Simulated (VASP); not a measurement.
# AlRu in VASP: a series of runs

The runs below take AlRu through single point, with PBEsol.

Everything below comes from runs of VASP 6.6.1. Logs are shortened: lines on timing, memory, paths and dates and some standing lists are left out, and cuts for length are marked.

## (1) The cell of the first run

The cell holds a slab with vacuum, 8 atoms: a = 2.976 Å, b = 4.209 Å, c = 23.314 Å, α = 90.00°, β = 90.00°, γ = 90.00°.

## (2) Single point, PBEsol

File INCAR:

```
ALGO = Fast
DIPOL = 0.5 0.5 0.499
EDIFF = 1E-6
ENCUT = 520
GGA = PS
IDIPOL = 3
ISIF = 2
ISMEAR = 0
LASPH = True
LCHARG = False
LDIPOL = True
LREAL = False
LWAVE = False
NBANDS = 44
NELM = 60
PREC = Accurate
SIGMA = 0.1
```

File KPOINTS:

```
k-points
0
Gamma
  10 7 1
```

File POSCAR:

```
AlRu
1.0
    2.9764078238      0.0000000000      0.0000000000
    0.0000000000      4.2092763115      0.0000000000
    0.0000000000      0.0000000000     23.3139144673
Al Ru
4 4
Direct
    0.0000000000      0.5000000000      0.3645891389
    0.0000000000      0.0000000000      0.4548630463
    0.0000000000      0.5000000000      0.5442344161
    0.0000000000      0.0000000000      0.6343541140
    0.5000000000      0.0000000000      0.3645891389
    0.5000000000      0.5000000000      0.4548630463
    0.5000000000      0.0000000000      0.5440512512
    0.5000000000      0.5000000000      0.6335618502
```

Potentials or basis: VASP PAW PBE potentials, release 64 (Al, Ru_pv).

Command:

```console
$ cat potpaw_PBE.64/Al/POTCAR potpaw_PBE.64/Ru_pv/POTCAR > POTCAR
$ mpirun -np 1 vasp_std > vasp.out
```

OUTCAR:

```text
EDIFF = 1E-6
   ENCUT = 520
   GGA = PS
   ISIF = 2
   ISMEAR = 0
   LASPH = True
   LREAL = False
   NELM = 60
   PREC = Accurate

 ion  position               nearest neighbor table
   1  0.000  0.500  0.365-   5 2.58   5 2.58   5 2.58   5 2.58   6 2.58   6 2.58   2 2.98   2 2.98

   2  0.000  0.000  0.455-   7 2.56   7 2.56   6 2.58   6 2.58   6 2.58   6 2.58   5 2.58   5 2.58
                             3 2.96   3 2.96   1 2.98   1 2.98
   3  0.000  0.500  0.544-   8 2.56   8 2.56   6 2.56   6 2.56   7 2.58   7 2.58   7 2.58   7 2.58
                             2 2.96   2 2.96   4 2.97   4 2.97
   4  0.000  0.000  0.634-   8 2.58   8 2.58   8 2.58   8 2.58   7 2.58   7 2.58   3 2.97   3 2.97

   5  0.500  0.000  0.365-   1 2.58   1 2.58   1 2.58   1 2.58   2 2.58   2 2.58   6 2.98   6 2.98

   6  0.500  0.500  0.455-   3 2.56   3 2.56   2 2.58   2 2.58   2 2.58   2 2.58   1 2.58   1 2.58
                             7 2.96   7 2.96   5 2.98   5 2.98
   7  0.500  0.000  0.544-   2 2.56   2 2.56   3 2.58   3 2.58   3 2.58   3 2.58   4 2.58   4 2.58
                             6 2.96   6 2.96   8 2.96   8 2.96
   8  0.500  0.500  0.634-   3 2.56   3 2.56   4 2.58   4 2.58   4 2.58   4 2.58   7 2.96   7 2.96

  LATTYP: Found a simple orthorhombic cell.
 ALAT       =     2.9764078238
 B/A-ratio  =     1.4142135623
 C/A-ratio  =     7.8329032335

  Lattice vectors:

 A1 = (   2.9764078238,   0.0000000000,   0.0000000000)
 A2 = (   0.0000000000,   4.2092763115,   0.0000000000)
 A3 = (   0.0000000000,   0.0000000000,  23.3139144673)

Analysis of symmetry for initial positions (statically):
=====================================================================
 Subroutine PRICEL returns:
 Original cell was already a primitive cell.

 Routine SETGRP: Setting up the symmetry group for a
 simple orthorhombic supercell.

 Subroutine GETGRP returns: Found  4 space group operations
 (whereof  4 operations were pure point group operations)
 out of a pool of  8 trial point group operations.

The static configuration has the point symmetry C_2v.

Analysis of symmetry for dynamics (positions and initial velocities):
=====================================================================
 Subroutine PRICEL returns:
 Original cell was already a primitive cell.

 Routine SETGRP: Setting up the symmetry group for a
 simple orthorhombic supercell.

 Subroutine GETGRP returns: Found  4 space group operations
 (whereof  4 operations were pure point group operations)
 out of a pool of  8 trial point group operations.

The dynamic configuration has the point symmetry C_2v.

 Subroutine INISYM returns: Found  4 space group operations
 (whereof  4 operations are pure point group operations),
 and found     1 'primitive' translations

----------------------------------------------------------------------------------------

                                     Primitive cell

  volume of cell :     292.0889

  direct lattice vectors                    reciprocal lattice vectors
     2.976407824  0.000000000  0.000000000     0.335975464  0.000000000  0.000000000
     0.000000000  4.209276312  0.000000000     0.000000000  0.237570529  0.000000000
     0.000000000  0.000000000 23.313914467     0.000000000  0.000000000  0.042892840

  length of vectors
     2.976407824  4.209276312 23.313914467     0.335975464  0.237570529  0.042892840

  position of ions in fractional coordinates (direct lattice)
     0.000000000  0.500000000  0.364589139
     0.000000000  0.000000000  0.454863046
     0.000000000  0.500000000  0.544234416
     0.000000000  0.000000000  0.634354114
     0.500000000  0.000000000  0.364589139
     0.500000000  0.500000000  0.454863046
     0.500000000  0.000000000  0.544051251
     0.500000000  0.500000000  0.633561850

  ion indices of the primitive-cell ions
   primitive index   ion index
                 1           1
                 2           2
                 3           3
                 4           4
                 5           5
                 6           6
                 7           7
                 8           8

----------------------------------------------------------------------------------------

 KPOINTS: k-points

Automatic generation of k-mesh.
 Grid dimensions read from file:
 generate k-points for:   10    7    1

 Generating k-lattice:

  Cartesian coordinates                     Fractional coordinates (reciprocal lattice)
     0.033597546  0.000000000  0.000000000     0.100000000  0.000000000  0.000000000
     0.000000000  0.033938647  0.000000000     0.000000000  0.142857143  0.000000000
     0.000000000  0.000000000  0.042892840     0.000000000  0.000000000  1.000000000

  Length of vectors
     0.033597546  0.033938647  0.042892840

  Shift w.r.t. Gamma in fractional coordinates (k-lattice)
     0.000000000  0.000000000  0.000000000

 Subroutine IBZKPT returns following result:
 ===========================================

 Found     24 irreducible k-points:

 Following reciprocal coordinates:
            Coordinates               Weight
  0.000000  0.000000  0.000000      1.000000
  0.100000  0.000000  0.000000      2.000000
  0.200000  0.000000  0.000000      2.000000
  0.300000  0.000000  0.000000      2.000000
  0.400000  0.000000  0.000000      2.000000
  0.500000  0.000000  0.000000      1.000000
[... 16 lines left out ...]
  0.400000  0.428571  0.000000      4.000000
  0.500000  0.428571  0.000000      2.000000
   k-points           NKPTS =     24   k-points in BZ     NKDIM =     24   number of bands    NBANDS=     44
   number of dos      NEDOS =    301   number of ions     NIONS =      8
   total plane-waves  NPLWV = 138240
   dimension x,y,z NGX =    24 NGY =   32 NGZ =  180
   dimension x,y,z NGXF=    48 NGYF=   64 NGZF=  360
   ions per type =               4   4
   NGX,Y,Z   is equivalent  to a cutoff of  13.41, 12.64, 12.84 a.u.
   NGXF,Y,Z  is equivalent  to a cutoff of  26.81, 25.28, 25.67 a.u.
 SYSTEM =  unknown system
   PREC   = accura    normal or accurate (medium, high low for compatibility)
   ISTART =      0    job   : 0-new  1-cont  2-samecut
   ICHARG =      2    charge: 1-file 2-atom 10-const
   ISPIN  =      1    spin polarized calculation?
   LNONCOLLINEAR =      F non collinear calculations
   LSORBIT =      F    spin-orbit coupling
   LASPH  =      T    aspherical Exc in radial PAW
   ENCUT  =  520.0 eV  38.22 Ry    6.18 a.u.   5.53  7.83 43.35*2*pi/ulx,y,z
   NELM   =     60;   NELMIN=  2; NELMDL= -5     # of ELM steps
   EDIFF  = 0.1E-05   stopping-criterion for ELM
   LREAL  =      F    real-space projection
   EDIFFG = 0.1E-04   stopping-criterion for IOM
   NSW    =      0    number of steps for IOM
   IBRION =     -1    ionic relax: 0-MD 1-quasi-New 2-CG
   NFREE  =      0    steps in history (QN), initial steepest desc. (CG)
   ISIF   =      2    stress and relaxation
   ISYM   =      2    0-nonsym 1-usesym 2-fastsym
   POTIM  = 0.5000    time-step for ionic-motion
   TEBEG  =    0.0;   TEEND  =   0.0 temperature during run
   PSTRESS=    0.0 pullay stress
   NELECT =      68.0000    total number of electrons
   NUPDOWN=      -1.0000    fix difference up-down
   EMIN   =  10.00;   EMAX   =-10.00  energy-range for DOS
   EFERMI =   0.00;   METHOD = LEGACY
   ISMEAR =     0;   SIGMA  =   0.10  broadening in eV -4-tet -1-fermi 0-gaus
   EFERMI_NEDOS =   21; number of points for ismear=-14 and -15
   IALGO  =     68    algorithm
   IMIX   =      4    mixing-type and parameters
     AMIX     =   0.40;   BMIX     =  1.00
     AMIX_MAG =   1.60;   BMIX_MAG =  1.00
  volume/ion in A,a.u.               =      36.51       246.39
  Fermi-wavevector in a.u.,A,eV,Ry     =   1.007100  1.903144 13.799726  1.014251
  Thomas-Fermi vector in A             =   2.139884
   LORBIT       =      0    0 simple, 1 ext, 2 COOP (PROOUT), +10 PAW based schemes
   GGA     = PS    functional components
   LHFCALC =     F    Hartree Fock is set to
   AEXX    =    0.0000 exact exchange contribution
   IVDW    =     0    specifies the selected vdW correction
   LEPSILON=     F    determine dielectric tensor
   LRPA    =     F    only Hartree local field effects (RPA)
 non-spin polarized calculation
 RMM-DIIS sequential band-by-band and
 Gauss-broadening in eV      SIGMA  =   0.10
  energy-cutoff  :      520.00
  volume of cell :      292.09
 maximum number of plane-waves:      7919
 NGX is ok and might be reduce to    24
   NGX = 11   NGY = 15   NGZ = 87

 dipolmoment           0.000000      0.000000      0.000747 electrons x Angstroem

 number of electron      67.9999980 magnetization

 dipolmoment           0.000000      0.000000     -0.000661 electrons x Angstroem

 Free energy of the ion-electron system (eV)
  ---------------------------------------------------
  ext. energy  EPLUGINS =         0.00000000
  ---------------------------------------------------
  free energy    TOTEN  =       -58.15789298 eV

  energy without entropy =      -58.11716178  energy(sigma->0) =      -58.13752738

 E-fermi :   0.9600     XC(G=0):  -5.4629

 val. band max:        0.9561565401   @ k =   0.5000   0.4286   0.0000
 cond. band min:       0.9601768852   @ k =   0.1000   0.1429   0.0000
 fundamental gap:      0.0040203451
 Fermi energy:         0.9600264033

 k-point     1 :       0.0000    0.0000    0.0000
  band No.  band energies     occupation
      1     -41.0316      2.00000
      2     -41.0246      2.00000
      3     -40.9315      2.00000
      4     -40.9310      2.00000
      5     -40.8734      2.00000
      6     -40.8526      2.00000
[... 36 lines left out ...]
     43       6.5483      0.00000
     44       6.6901      0.00000

 k-point     2 :       0.1000    0.0000    0.0000
  band No.  band energies     occupation
      1     -41.0294      2.00000
      2     -41.0223      2.00000
      3     -40.9294      2.00000
      4     -40.9290      2.00000
      5     -40.8947      2.00000
      6     -40.8732      2.00000
[... 36 lines left out ...]
     43       6.7471      0.00000
     44       6.9009      0.00000

 k-point     3 :       0.2000    0.0000    0.0000
  band No.  band energies     occupation
      1     -41.0235      2.00000
      2     -41.0161      2.00000
      3     -40.9502      2.00000
      4     -40.9277      2.00000
      5     -40.9238      2.00000
      6     -40.9227      2.00000
[... 36 lines left out ...]
     43       6.6610      0.00000
     44       6.9158      0.00000

 k-point     4 :       0.3000    0.0000    0.0000
  band No.  band energies     occupation
      1     -41.0183      2.00000
      2     -41.0162      2.00000
      3     -41.0085      2.00000
      4     -40.9925      2.00000
      5     -40.9172      2.00000
      6     -40.9166      2.00000
[... 882 lines left out ...]
     43       6.3080      0.00000
     44       6.9916      0.00000

 k-point    23 :       0.4000    0.4286    0.0000
  band No.  band energies     occupation
      1     -41.0605      2.00000
      2     -41.0536      2.00000
      3     -41.0250      2.00000
      4     -41.0213      2.00000
      5     -40.9101      2.00000
      6     -40.9052      2.00000
[... 36 lines left out ...]
     43       6.2292      0.00000
     44       6.3633      0.00000

 k-point    24 :       0.5000    0.4286    0.0000
  band No.  band energies     occupation
      1     -41.0808      2.00000
      2     -41.0737      2.00000
      3     -41.0224      2.00000
      4     -41.0187      2.00000
      5     -40.9181      2.00000
      6     -40.9166      2.00000
[... 36 lines left out ...]
     43       5.8545      0.00000
     44       6.0475      0.00000

------------------------ aborting loop because EDIFF is reached ----------------------------------------

 vacuum level on the upper side and lower side of the slab       (xc-potential included)        -0.129        -0.123

  FORCE on cell =-STRESS in cart. coord.  units (eV):
  Direction    XX          YY          ZZ          XY          YZ          ZX
  --------------------------------------------------------------------------------------
  -------------------------------------------------------------------------------------
  Total       -4.8633185     -5.6012356     -0.0902426      0.0000000      0.0000000      0.0000000
  in kB      -26.6764617    -30.7241127     -0.4950021      0.0000000      0.0000000      0.0000000
  external PRESSURE =     -19.2985255 kB  Pullay stress =       0.0000000 kB

 VOLUME and BASIS-vectors are now :
 -----------------------------------------------------------------------------
  energy-cutoff  :      520.00
  volume of cell :      292.09
      direct lattice vectors                 reciprocal lattice vectors
     2.976407824  0.000000000  0.000000000     0.335975464  0.000000000  0.000000000
     0.000000000  4.209276312  0.000000000     0.000000000  0.237570529  0.000000000
     0.000000000  0.000000000 23.313914467     0.000000000  0.000000000  0.042892840

 POSITION                                       TOTAL-FORCE (eV/Angst)
 -----------------------------------------------------------------------------------
      0.00000      2.10464      8.50000         0.000000      0.000000     -0.044446
      0.00000      0.00000     10.60464         0.000000      0.000000     -0.139908
      0.00000      2.10464     12.68823         0.000000      0.000000      0.015771
      0.00000      0.00000     14.78928         0.000000      0.000000      0.030680
      1.48820      0.00000      8.50000         0.000000      0.000000      0.151976
      1.48820      2.10464     10.60464         0.000000      0.000000     -0.006187
      1.48820      0.00000     12.68396         0.000000      0.000000     -0.030525
      1.48820      2.10464     14.77081         0.000000      0.000000      0.022639
 -----------------------------------------------------------------------------------
    total drift:                                0.000000      0.000000      0.000050

  FREE ENERGIE OF THE ION-ELECTRON SYSTEM (eV)
  ---------------------------------------------------
  free  energy   TOTEN  =       -58.1578929837 eV

  energy  without entropy=      -58.1171617846  energy(sigma->0) =      -58.13752738

 vacuum level on the upper side and lower side of the slab         5.639         5.647
```

It took 11 min on 1 thread of AMD EPYC 9R45 (Zen 5), shared host; peak memory 0.47 GiB.

Results:

```
Free energy            : -58.1579 eV
Largest force          : 0.152 eV/Å
Band gap on the k mesh : zero (bands 34 and 35 overlap by 1.43 eV)
```

Forces in eV/Å, atoms in the order of the input:
```
Al   0.000  0.000 -0.044
Al   0.000  0.000 -0.140
Al   0.000  0.000  0.016
Al   0.000  0.000  0.031
Ru   0.000  0.000  0.152
Ru   0.000  0.000 -0.006
Ru   0.000  0.000 -0.031
Ru   0.000  0.000  0.023
```

Levels at points of the mesh, in eV from the Fermi level:
| k point | band 32 | band 33 | band 34 | band 35 | band 36 | band 37 |
| --- | --- | --- | --- | --- | --- | --- |
| (0.00, 0.00, 0.00) | -0.23 | -0.15 | -0.09 | 0.04 | 0.04 | 0.15 |
| (0.50, 0.00, 0.00) | 0.19 | 0.76 | 0.94 | 1.11 | 2.25 | 2.46 |

Caveat: the PAW data sets were made with another functional, which shifts forces and pressure a little.

## (3) Single point, PBEsol

INCAR: that of step 2 with these lines changed.

```diff
@@ -1,2 +1,2 @@
-ALGO = Fast
+ALGO = Normal
 DIPOL = 0.5 0.5 0.499
```

KPOINTS is that of step 2.

File POSCAR:

```
AlRu
1.0
    2.9764078218      0.0000000000      0.0000000000
    0.0000000000      4.2092763087      0.0000000000
    0.0000000000      0.0000000000     23.3139144630
Al Ru
4 4
Direct
    0.0000000000      0.5000000000      0.3645891390
    0.0000000000      0.0000000000      0.4548630463
    0.0000000000      0.5000000000      0.5442344164
    0.0000000000      0.0000000000      0.6343541145
    0.5000000000      0.0000000000      0.3645891390
    0.5000000000      0.5000000000      0.4548630463
    0.5000000000      0.0000000000      0.5440512513
    0.5000000000      0.5000000000      0.6335618509
```

Potentials or basis: VASP PAW PBE potentials, release 64 (Al, Ru_pv).

Command:

```console
$ cat potpaw_PBE.64/Al/POTCAR potpaw_PBE.64/Ru_pv/POTCAR > POTCAR
$ mpirun -np 1 vasp_std > vasp.out
```

It took 14 min on 1 thread of Intel Xeon 8259CL, shared host; peak memory 0.51 GiB.

It converged, with:

- Free energy: -58.1579 eV
- Largest force: 0.152 eV/Å
- Band gap on the k mesh: zero (bands 34 and 35 overlap by 1.43 eV)

Forces in eV/Å, atoms in the order of the input:
```
Al   0.000  0.000 -0.044
Al   0.000  0.000 -0.140
Al   0.000  0.000  0.016
Al   0.000  0.000  0.031
Ru   0.000  0.000  0.152
Ru   0.000  0.000 -0.006
Ru   0.000  0.000 -0.031
Ru   0.000  0.000  0.023
```

Levels at points of the mesh, in eV from the Fermi level:
| k point | band 32 | band 33 | band 34 | band 35 | band 36 | band 37 |
| --- | --- | --- | --- | --- | --- | --- |
| (0.00, 0.00, 0.00) | -0.23 | -0.15 | -0.09 | 0.04 | 0.04 | 0.15 |
| (0.50, 0.00, 0.00) | 0.19 | 0.76 | 0.94 | 1.11 | 2.25 | 2.46 |

Caveat: the PAW data sets were made with another functional, which shifts forces and pressure a little.
